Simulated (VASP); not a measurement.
Here is a VASP 6.6.1 calculation.

INCAR

```
PREC     = Accurate       # precision mode
ENCUT    = 520            # plane-wave cutoff, eV
EDIFF    = 1E-6           # SCF threshold, eV
ISMEAR   = -1             # smearing method
SIGMA    = 0.05           # smearing width, eV
LREAL    = F              # projectors in reciprocal space
LASPH    = T              # aspherical terms in the spheres
NELM     = 60             # most SCF steps
ALGO     = Normal         # electronic algorithm
ISIF     = 2              # what is computed and relaxed
LWAVE    = F              # write WAVECAR
LCHARG   = F              # write CHGCAR
GGA      = PS             # functional
NBANDS   = 25             # bands
```

Contents of KPOINTS:

```
regular mesh
0
Gamma
  8 8 8
```

The input POSCAR:

```
SiO2
1.0
   -2.4267193245      2.4267193245      3.5810447669
    2.4267193245     -2.4267193245      3.5810447669
    2.4267193245      2.4267193245     -3.5810447669
Si O
2 4
Direct
    0.7500000000      0.2500000000      0.5000000000
    0.0000000000      0.0000000000      0.0000000000
    0.8750000000      0.0282138700      0.6532138700
    0.7782138700      0.1250000000      0.1532138700
    0.9717861300      0.6250000000      0.8467861300
    0.3750000000      0.2217861300      0.3467861300
```

Potentials or basis: VASP PAW PBE potentials, release 64 (Si, O).

The run is started by

```console
$ cat potpaw_PBE.64/Si/POTCAR potpaw_PBE.64/O/POTCAR > POTCAR
$ mpirun -np 1 vasp_std > vasp.out
```

(1) What does it give for the pressure?

(2) Predict the largest force.

(3) What does it give for the band gap on the k mesh?

Results:

(1) 14.6 GPa.

(2) 0.929 eV/Å.

(3) 6.20 eV, direct.

Caveat: the PAW data sets were made with another functional, which shifts forces and pressure a little.
